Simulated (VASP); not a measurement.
Wanted: the native input for a VASP 6.6.1 run.

- Task: single point
- Functional: PBEsol
- Potentials or basis: VASP PAW PBE potentials, release 64 (H, Cl)
- Cutoff: 500 eV
- k mesh: 10 × 10 × 10
- Occupations: gaussian, width 0.05 eV
- Spin: no spin polarisation
- Dipole correction: no
- Further INCAR settings: ALGO = Normal; EDIFF = 1e-06; NBANDS = 11

The structure of HCl lies in POSCAR:

```
HCl
1.0
    0.0000000000      2.6826502501      2.6826502501
    2.6826502501      0.0000000000      2.6826502501
    2.6826502501      2.6826502501      0.0000000000
H Cl
1 1
Direct
    0.0000000000      0.0000000000      0.0000000000
    0.5000000000      0.5000000000      0.5000000000
```

One way to write it, as run:

INCAR

```
SYSTEM = HCl
PREC = Accurate
ENCUT = 500
EDIFF = 1E-6
ISMEAR = 0
SIGMA = 0.05
LREAL = .False.
LASPH = .True.
NELM = 120
ALGO = Normal
ISIF = 2
LWAVE = .False.
LCHARG = .False.
GGA = PS
NBANDS = 11
GGA_COMPAT = .False.
```

KPOINTS

```
Automatic mesh
0
Gamma
  10 10 10
  0 0 0
```

Potentials or basis: VASP PAW PBE potentials, release 64 (H, Cl).

Launch:

```console
$ cat potpaw_PBE.64/H/POTCAR potpaw_PBE.64/Cl/POTCAR > POTCAR
$ mpirun -np 1 vasp_std > vasp.out
```

Results of the run:

```yaml
Pressure: -10.8 GPa
Band_gap_on_the_k_mesh: zero (bands 4 and 5 overlap by 0.14 eV)
```

Caveat: the cell stands under tension; the PAW data sets were made with another functional, which shifts forces and pressure a little.

Wall time 9 s on 1 thread of Intel(R) Xeon(R) 6975P-C (Granite Rapids), on a shared host, peak memory 0.15 GiB.
